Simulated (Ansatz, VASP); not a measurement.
## Be: VASP beside Ansatz

Contents of INCAR:

```
SYSTEM = Be
PREC = Accurate ; ENCUT = 520
EDIFF = 1E-7 ; ISMEAR = -1
SIGMA = 0.05 ; LREAL = .FALSE.
LASPH = .TRUE. ; NELM = 100
ALGO = Normal ; ISIF = 2
LWAVE = .FALSE. ; LCHARG = .FALSE.
NBANDS = 7
```

KPOINTS

```
Automatic mesh
0
G
  21 21 21
  0 0 0
```

Contents of POSCAR:

```
Be
1.0
    0.0000000000      1.2490967316      1.2490967316
    1.2490967316      0.0000000000      1.2490967316
    1.2490967316      1.2490967316      0.0000000000
Be
1
Direct
    0.0000000000      0.0000000000      0.0000000000
```

Input for Ansatz:

```yaml
crystal:
  lattice:
    - [0.0, 1.2490967316, 1.2490967316]
    - [1.2490967316, 0.0, 1.2490967316]
    - [1.2490967316, 1.2490967316, 0.0]
  atoms:
    - { symbol: Be, position: [0.0, 0.0, 0.0] }
kpoints:
  mp_grid: { grid: [21, 21, 21] }
scf:
  occupations: { method: fermi_dirac, width: 0.05 }
hamiltonian:
  xc: lda
  pseudopotentials: { kind: all_electron, lapw: { basis_error: 0.001 } }
output:
  forces: true
  stress: true
  eigenvalues: true
  populations: true
```

Change from the starting cell: volume scaled by 0.52, LAPW.

Alike in both runs: task single point; functional LDA; k mesh 21 × 21 × 21; occupations fermi-dirac, width 0.05 eV; no spin polarisation.

```csv
,VASP,Ansatz
version,VASP 6.6.1,Ansatz 0.2.0
potentials or method,"VASP PAW LDA potentials, release 64 (Be), cutoff 520 eV","all-electron LAPW, scalar-relativistic"
```

Ansatz gave:

| Item | Value |
| --- | --- |
| pressure (GPa) | 254.1 |

What did VASP give for the same quantities?

Pressure (GPa): 257.4.

LDA's correlation is that of Perdew and Zunger in VASP and of Perdew and Wang (1992) in Ansatz. Both programs put the cell under a high pressure, so it lies far from rest at this level. Ansatz ran all-electron here, and VASP with PAW potentials.

Noted on VASP's run: the cell as given lies far from equilibrium.
